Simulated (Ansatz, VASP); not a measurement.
**C: VASP beside Ansatz**

```
CELL_PARAMETERS angstrom
1.25094 -2.16626 0.00000
1.25094 2.16626 0.00000
0.00000 0.00000 7.50664
ATOMIC_POSITIONS crystal
C 0.08332 0.91668 0.74984
C 0.58332 0.41668 0.25016
C 0.91668 0.08332 0.25016
C 0.41668 0.58332 0.74984
```

Change from the starting cell: volume 10.171 Å^3 an atom, stretch along a over the lengths across it, relative to the relaxed cell 1.0000.

Alike in both runs: task single point; functional PBEsol; k mesh 21 × 21 × 6; occupations gaussian, width 0.15 eV; no spin polarisation.

|  | VASP | Ansatz |
| --- | --- | --- |
| version | VASP 6.6.1 | Ansatz 0.2.0 |
| potentials or method | VASP PAW PBE potentials, release 64 (C), cutoff 520 eV | scalar-relativistic, plane waves, PAW |
| valence electrons in the cell | 16 | 16 |

```tsv
	VASP	Ansatz	Ansatz less VASP
gap on the k mesh at the Fermi level (eV)	none	none	-
pressure (GPa)	-11.5	-12.1	-0.60
traceless stress, the component that is largest in VASP (GPa)	11.37	12.03	+0.665
```

VASP's potentials were made for PBE, not for PBEsol, and Ansatz warns of the same on its side. A gap of «none» marks a metal or a gap that the smearing closes.
